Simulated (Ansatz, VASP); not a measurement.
One calculation of CdS, two programs

```
CELL_PARAMETERS angstrom
0.00000 3.03768 2.78226
3.03768 0.00000 2.78226
3.03768 3.03768 0.00000
ATOMIC_POSITIONS crystal
Cd 0.00000 0.00000 0.00000
S 0.25000 0.25000 0.25000
```

Change from the starting cell: epitaxial_xy strain +3.4%.

Alike in both runs: task single point; functional PBE; k mesh 8 × 8 × 8; occupations fermi-dirac, width 0.02 eV; no spin polarisation.

|  | VASP | Ansatz |
| --- | --- | --- |
| version | VASP 6.6.1 | Ansatz 0.2.0 |
| potentials or method | VASP PAW PBE potentials, release 64 (Cd, S) | plane waves, PAW |
| plane-wave cutoff (eV) | 520 | 420 |
| valence electrons in the cell | 18 | 26 |

|  | VASP | Ansatz | Ansatz less VASP |
| --- | --- | --- | --- |
| gap on the k mesh at the Fermi level (eV) | 0.92 | 0.92 | -0.004 |
| pressure (GPa) | 0.8 | 0.5 | -0.31 |
| traceless stress, the component that is largest in VASP (GPa) | 0.90 | 0.92 | +0.025 |

VASP's potentials hold 18 valence electrons a cell and Ansatz's 26, so a difference there can come from the potentials and not from the codes.
